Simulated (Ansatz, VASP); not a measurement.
**CdS in VASP and in Ansatz**

Contents of INCAR:

```
PREC = Accurate ; ENCUT = 520
EDIFF = 1E-7 ; ISMEAR = 0
SIGMA = 0.05 ; LREAL = False
LASPH = True ; NELM = 100
ALGO = Normal ; ISIF = 2
LWAVE = False ; LCHARG = False
GGA = PE ; NBANDS = 46
```

KPOINTS

```
regular mesh
0
Gamma
  7 7 2
```

Contents of POSCAR:

```
CdS
1.0
   -2.0985806452     -3.6348483013      0.0000000000
    2.0985806452     -3.6348483013      0.0000000000
    0.8744086022     -1.5145201255     13.6554617430
Cd S
4 4
Direct
    0.6666666667      0.2892382275      0.9058282541
    0.6666666667      0.4975715608      0.4058282541
    0.3333333333      0.2684048941      0.1558282541
    0.3333333333      0.0600715608      0.6558282541
    0.6666666667      0.6274284392      0.0941717459
    0.6666666667      0.4190951059      0.5941717459
    0.3333333333      0.1899284392      0.3441717459
    0.3333333333     -0.0184048941      0.8441717459
```

Input for Ansatz:

```yaml
crystal:
  lattice:
    - [-2.0985806452, -3.6348483013, 0.0]
    - [2.0985806452, -3.6348483013, 0.0]
    - [0.8744086022, -1.5145201255, 13.655461743]
  atoms:
    - { symbol: Cd, position: [0.6666666667, 0.2892382275, 0.9058282541] }
    - { symbol: Cd, position: [0.6666666667, 0.4975715608, 0.4058282541] }
    - { symbol: Cd, position: [0.3333333333, 0.2684048941, 0.1558282541] }
    - { symbol: Cd, position: [0.3333333333, 0.0600715608, 0.6558282541] }
    - { symbol: S, position: [0.6666666667, 0.6274284392, 0.0941717459] }
    - { symbol: S, position: [0.6666666667, 0.4190951059, 0.5941717459] }
    - { symbol: S, position: [0.3333333333, 0.1899284392, 0.3441717459] }
    - { symbol: S, position: [0.3333333333, -0.0184048941, 0.8441717459] }
basis:
  ecutwfc: 420
kpoints:
  mp_grid: { grid: [7, 7, 2] }
hamiltonian:
  xc: pbe
scf:
  occupations: { method: gaussian, width: 0.05 }
output:
  forces: true
  stress: true
  eigenvalues: true
```

Alike in both runs: task single point; functional PBE; k mesh 7 × 7 × 2; occupations gaussian, width 0.05 eV; no spin polarisation.

|  | VASP | Ansatz |
| --- | --- | --- |
| version | VASP 6.6.1 | Ansatz 0.2.0 |
| potentials or method | VASP PAW PBE potentials, release 64 (Cd, S), cutoff 520 eV | scalar-relativistic, plane waves, PAW |
| valence electrons in the cell | 72 | 104 |

|  | VASP | Ansatz | Ansatz less VASP |
| --- | --- | --- | --- |
| gap on the k mesh at the Fermi level (eV) | 0.67 | 0.67 | 0.000 |
| least direct gap on the mesh (eV) | 0.67 | 0.67 | 0.000 |
| pressure (GPa) | -0.3 | -0.6 | -0.28 |
| traceless stress, the component that is largest in VASP (GPa) | -0.70 | -0.72 | -0.015 |
| rms of the force components (eV/Å) | 0.162 | 0.158 | -0.0043 |

Atom by atom the forces differ by 0.006 eV/Å (rms over components). VASP's potentials hold 72 valence electrons a cell and Ansatz's 104, so a difference there can come from the potentials and not from the codes.
